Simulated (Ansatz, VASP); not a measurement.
## Two plane-wave programs on B

```
CELL_PARAMETERS angstrom
5.04060 0.00000 0.00000
0.00000 5.60817 0.00000
0.00000 0.00000 6.92363
ATOMIC_POSITIONS crystal
B 0.65285 0.90738 0.29099
B 0.34715 0.09262 0.29099
B 0.15285 0.59262 0.20901
B 0.84715 0.40738 0.20901
B 0.34715 0.09262 0.70901
B 0.65285 0.90738 0.70901
B 0.84715 0.40738 0.79099
B 0.15285 0.59262 0.79099
B 0.14792 0.77122 0.00000
B 0.85208 0.22878 0.00000
B 0.64792 0.72878 0.50000
B 0.35208 0.27122 0.50000
B 0.83564 0.99194 0.50000
B 0.16436 0.00806 0.50000
B 0.33564 0.50806 0.00000
B 0.66436 0.49194 0.00000
B 0.33940 0.78109 0.37434
B 0.66060 0.21891 0.37434
B 0.83940 0.71891 0.12566
B 0.16060 0.28109 0.12566
B 0.66060 0.21891 0.62566
B 0.33940 0.78109 0.62566
B 0.16060 0.28109 0.87434
B 0.83940 0.71891 0.87434
B 0.17015 0.52065 0.50000
B 0.82985 0.47935 0.50000
B 0.67015 0.97935 0.00000
B 0.32985 0.02065 0.00000
```

Alike in both runs: functional PBE; k mesh 6 × 6 × 4; occupations gaussian, width 0.02 eV; no spin polarisation.

Ansatz relaxed the structure, and its values are those at the end. VASP's run is a single point on that final structure, the one shown.

```csv
,VASP,Ansatz
version,VASP 6.6.1,Ansatz 0.2.0
potentials or method,"VASP PAW PBE potentials, release 64 (B), cutoff 520 eV","scalar-relativistic, plane waves, PAW"
valence electrons in the cell,84,84
```

|  | VASP | Ansatz | Ansatz less VASP |
| --- | --- | --- | --- |
| gap on the k mesh at the Fermi level (eV) | 1.54 | 1.54 | +0.001 |
| least direct gap on the mesh (eV) | 1.68 | 1.68 | +0.001 |
| pressure (GPa) | 0.0 | 0.0 | -0.05 |
| rms of the force components (eV/Å) | 0.005 | 0.002 | -0.0030 |
